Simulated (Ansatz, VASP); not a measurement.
# One calculation of C, two programs

File INCAR:

```
  ALGO = Normal
  EDIFF = 1E-8
  ENCUT = 520
  GGA = CA
  ISIF = 2
  ISMEAR = -1
  LASPH = T
  LCHARG = F
  LEFG = T
  LREAL = F
  LWAVE = F
  NBANDS = 11
  NELM = 100
  PREC = Accurate
  SIGMA = 0.08
```

Contents of KPOINTS:

```
k-points
0
Gamma
  20 20 20
```

Contents of POSCAR:

```
C
1.0
    0.0178340000      1.7923170000      1.7923170000
    1.7923170000      0.0178340000      1.7923170000
    1.7923170000      1.7923170000      0.0178340000
C
2
Direct
    0.5000000000      0.5000000000      0.5000000000
    0.7500000000      0.7500000000      0.7500000000
```

Input for Ansatz:

```yaml
crystal:
  lattice:
    - [0.017834, 1.792317, 1.792317]
    - [1.792317, 0.017834, 1.792317]
    - [1.792317, 1.792317, 0.017834]
  atoms:
    - { symbol: C, position: [0.5, 0.5, 0.5] }
    - { symbol: C, position: [0.75, 0.75, 0.75] }
kpoints:
  mp_grid: { grid: [20, 20, 20] }
scf:
  occupations: { method: fermi_dirac, width: 0.08 }
hamiltonian:
  xc: lda
  pseudopotentials: { kind: all_electron, datasets: crystal }
output:
  forces: true
  stress: true
  eigenvalues: true
  efg: { contact_densities: true }
```

Change from the starting cell: equal xy, yz and zx shear strains of +1 %, crystal datasets.

Alike in both runs: task electric field gradients; functional LDA; k mesh 20 × 20 × 20; occupations fermi-dirac, width 0.08 eV; no spin polarisation.

```csv
,VASP,Ansatz
version,VASP 6.6.1,Ansatz 0.2.0
potentials or method,"VASP PAW LDA potentials, release 64 (C), cutoff 520 eV","all-electron PAW with datasets made for the crystal, scalar-relativistic"
```

|  | VASP | Ansatz | Ansatz less VASP |
| --- | --- | --- | --- |
| gap on the k mesh at the Fermi level (eV) | 4.09 | 4.10 | +0.006 |
| pressure (GPa) | -11.5 | -12.8 | -1.35 |
| traceless stress, the component that is largest in VASP (GPa) | -5.53 | -5.51 | +0.024 |
| rms of the force components (eV/Å) | 0.020 | 0.018 | -0.0027 |
| size of Vzz on the site where it differs most (V/Å²) | 2.2 | 2.1 | -0.16 |

LDA's correlation is that of Perdew and Zunger in VASP and of Perdew and Wang (1992) in Ansatz. Atom by atom the forces differ by 0.003 eV/Å (rms over components). Ansatz ran all-electron here, and VASP with PAW potentials.
